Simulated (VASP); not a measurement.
Write the native input for VASP 6.6.1 that does the following.

```
Task                   : single point
Functional             : PBEsol
Potentials or basis    : VASP PAW PBE potentials, release 64 (Pb_d, S)
Cutoff                 : 500 eV
k mesh                 : 6 × 6 × 6
Occupations            : gaussian, width 0.01 eV
Spin                   : no spin polarisation
Dipole correction      : no
Further INCAR settings : ALGO = Normal; EDIFF = 1e-06; NBANDS = 17
```

The structure of PbS (Galena) lies in POSCAR:

```
PbS
1.0
    0.0000000000      3.0333961529      3.0333961529
    3.0333961529      0.0000000000      3.0333961529
    3.0333961529      3.0333961529      0.0000000000
Pb S
1 1
Direct
    0.0000000000      0.0000000000      0.0000000000
    0.5000000000      0.5000000000      0.5000000000
```

These files were run (other wordings do the same):

INCAR

```
ALGO = Normal ; EDIFF = 1E-6
ENCUT = 500 ; GGA = PS
GGA_COMPAT = F ; ISIF = 2
ISMEAR = 0 ; LASPH = T
LCHARG = T ; LELF = T
LREAL = F ; LVHAR = T
LWAVE = F ; NBANDS = 17
NELM = 120 ; PREC = Accurate
SIGMA = 0.01
```

KPOINTS

```
k-points
0
Gamma
  6 6 6
```

Potentials or basis: VASP PAW PBE potentials, release 64 (Pb_d, S).

Run with:

```console
$ cat potpaw_PBE.64/Pb_d/POTCAR potpaw_PBE.64/S/POTCAR > POTCAR
$ mpirun -np 1 vasp_std > vasp.out
```

It gave:

```
Pressure               : -4.2 GPa
Band gap on the k mesh : 0.48 eV, direct
```

Caveat: the PAW data sets were made with another functional, which shifts forces and pressure a little; spin-orbit coupling is left out, which moves the levels of the heavy elements.

Wall time 30 s on 1 thread of AMD EPYC 7R13 (shared host), peak memory 0.14 GiB.
